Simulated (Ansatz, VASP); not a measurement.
Pd: VASP beside Ansatz

The input POSCAR:

```
Pd
1.0
    0.0000000000      1.9558504376      1.9558504376
    1.9558504376      0.0000000000      1.9558504376
    1.9558504376      1.9558504376      0.0000000000
Pd
1
Direct
    0.0000000000      0.0000000000      0.0000000000
```

The input INCAR.step1:

```
SYSTEM = Pd
ALGO = Normal
EDIFF = 1E-4
ENCUT = 520
GGA = PE
ISMEAR = 1
LASPH = .TRUE.
LCHARG = .FALSE.
LREAL = .FALSE.
LWAVE = .TRUE.
NBANDS = 11
NELM = 80
PREC = Accurate
SIGMA = 0.01
```

File INCAR.step2:

```
SYSTEM = Pd
ALGO = Normal
EDIFF = 1E-7
ENCUT = 520
ISIF = 2
ISMEAR = 1
ISTART = 1
LASPH = .TRUE.
LCHARG = .TRUE.
LELF = .TRUE.
LMIXTAU = .TRUE.
LREAL = .FALSE.
LVHAR = .TRUE.
LWAVE = .FALSE.
METAGGA = R2SCAN
NBANDS = 11
NELM = 80
PREC = Accurate
SIGMA = 0.01
```

KPOINTS

```
k-points
0
G
  14 14 14
  0 0 0
```

Input for Ansatz:

```yaml
crystal:
  lattice:
    - [0.0, 1.9558504376, 1.9558504376]
    - [1.9558504376, 0.0, 1.9558504376]
    - [1.9558504376, 1.9558504376, 0.0]
  atoms:
    - { symbol: Pd, position: [0.0, 0.0, 0.0] }
hamiltonian:
  xc: r2scan
  pseudopotentials:
    kind: paw
    azcp:
      Pd: "pseudopotentials/Pd.paw.azcp"
basis:
  ecutwfc: 500
  fft_grid_basis: typed
kpoints:
  mp_grid: { grid: [14, 14, 14], shift: [0, 0, 0] }
magnetization:
  spin_polarized: false
scf:
  occupations: { method: methfessel_paxton, width: 0.01 }
  lower_state_search: "off"
output:
  stress: true
  write_density: true
  write_potential: true
  elf: true
  volumetric_format: npy
```

Alike in both runs: task single point; functional r2SCAN; k mesh 14 × 14 × 14; occupations methfessel-paxton of order 1, width 0.01 eV; no spin polarisation.

|  | VASP | Ansatz |
| --- | --- | --- |
| version | VASP 6.6.1 | Ansatz 0.2.0 |
| potentials or method | VASP PAW PBE potentials, release 64 (Pd), cutoff 520 eV | plane waves (500 eV) with PAW, scalar-relativistic |
| valence electrons in the cell | 10 | 18 |

```csv
,VASP,Ansatz,Ansatz less VASP
pressure (GPa),0.4,-0.3,-0.70
```

VASP's potentials were made for PBE, not for r2SCAN. VASP's potentials hold 10 valence electrons a cell and Ansatz's 18, so a difference there can come from the potentials and not from the codes.
